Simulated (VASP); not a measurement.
The system is AlN.

```
Al N
1.0
     3.12989    0.00000    0.00000
    -1.56494    2.71056    0.00000
     0.00000    0.00000    4.41490
Al N
2 2
Direct
  0.33333 0.66667 0.00173
  0.66667 0.33333 0.50173
  0.33333 0.66667 0.38327
  0.66667 0.33333 0.88327
```

```yaml
Program: VASP 6.6.1
Task: relaxation of the atoms
Functional: PBE
Potentials_or_basis: VASP PAW PBE potentials, release 64 (Al, N)
Cutoff: 520 eV
k_mesh: 9 × 9 × 6
Occupations: gaussian, width 0.05 eV
Spin: no spin polarisation
```

At the start: pressure 35.7 GPa; volume 9.36 Å³/atom.

**Question.** Where does the relaxation end?

**Answer.** Over 5 steps the energy falls by 140.4 meV/atom; space group P6_3mc (No. 186, to 0.1 Å) before and after.

The path:
| step | energy change (eV) | largest force (eV/Å) | pressure (GPa) |
| --- | --- | --- | --- |
| 1 | 0.0000 | 3.7359 | 35.72 |
| 2 | -0.4128 | 0.5586 | 22.72 |
| 3 | -0.5615 | 0.0209 | 25.19 |
| 4 | -0.5613 | 0.0367 | 25.00 |
| 5 | -0.5615 | 0.0075 | 25.09 |

Final structure:
```yaml
crystal:
  lattice:
    - [3.12989, 0.00000, 0.00000]
    - [-1.56494, 2.71056, 0.00000]
    - [0.00000, 0.00000, 4.41490]
  atoms:
    - { symbol: Al, position: [0.33333, 0.66667, 0.98034] }
    - { symbol: Al, position: [0.66667, 0.33333, 0.48034] }
    - { symbol: N, position: [0.33333, 0.66667, 0.40466] }
    - { symbol: N, position: [0.66667, 0.33333, 0.90466] }
```
